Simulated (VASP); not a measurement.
Runs of VASP 6.6.1 on Ir. The structure is that of space group Fm-3m (No. 225), or close to it. The cells are those of the table. 

```csv
cell,gap on the mesh (eV),pressure (GPa)
"a = 2.736 Å, angles 60.0°, 1 atom",none,(a)
"a = 2.709 Å, angles 60.0°, 1 atom",none,12.2
"a = 2.762 Å, angles 60.0°, 1 atom",none,(b)
"a = 2.654 Å, angles 60.0°, 1 atom",none,41.8
"a = 2.682 Å, angles 60.0°, 1 atom",none,25.7
```

Alike in all rows: task single point; level PBE; potentials or basis VASP PAW PBE potentials, release 64 (Ir); no spin polarisation; k mesh 10 × 10 × 10; cutoff (eV) 500; smearing methfessel-paxton 0.15 eV.

Question: Fill in the values left out.

Answer: (a) 0.9; (b) -8.6.

Caveats: spin-orbit coupling is left out, which moves the levels of the heavy elements.

A k mesh can miss the band edges, and the runs leave out spin-orbit coupling on Ir.

A gap of «none» marks levels without a gap at the run's occupations.
